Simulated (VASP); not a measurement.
# FeO: single point with PBE

Crystal: FeO.

```
CELL_PARAMETERS angstrom
0.00000 2.14093 2.14093
2.14093 0.00000 2.14093
2.14093 2.14093 0.00000
ATOMIC_POSITIONS crystal
Fe 0.00000 0.00000 0.00000
O 0.50000 0.50000 0.50000
```

```yaml
Program: VASP 6.6.1
Task: single point
Functional: PBE
Potentials_or_basis: VASP PAW PBE potentials, release 64 (Fe_sv, O)
Cutoff: 700 eV
k_mesh: 11 × 11 × 11
Occupations: fermi-dirac, width 0.05 eV
Spin: collinear spin, ferromagnetic start
Starting_moments: "[3.0, 0.0] μB"
```

```json
{
 "Pressure": "2.5 GPa",
 "Band gap on the k mesh": "zero (filled and empty bands overlap)",
 "Net moment": "4.00 μB per cell",
 "Site moments": "Fe +3.48; O +0.30 μB",
 "Valence electrons inside the program's atomic spheres": "Fe 13.62; O 5.00"
}
```

Levels at points of the mesh, in eV from the Fermi level:
Spin up:
```
           k point  band 11  band 12  band 13  band 14  band 15  band 16
(0.00, 0.00, 0.00)    -3.90    -3.68    -3.68     0.13    15.31    17.12
```
Spin down:
```tsv
k point	band 6	band 7	band 8	band 9	band 10	band 11	band 12	band 13
(0.00, 0.00, 0.00)	-3.39	-3.39	-3.39	-0.76	-0.76	-0.76	0.21	0.21
```

Wall time 50 s on 1 thread of Intel(R) Xeon(R) Platinum 8488C (Sapphire Rapids) (shared host), peak memory 0.2 GiB.

Caveat: a cell with one magnetic atom can't hold antiferromagnetic order, which such compounds often take; semilocal functionals often make such compounds metallic where correlation or magnetic order opens a gap, which also shifts bond lengths. With open d or f shells a metallic result of PBE can be an artefact of self-interaction; +U or a hybrid may open a gap.
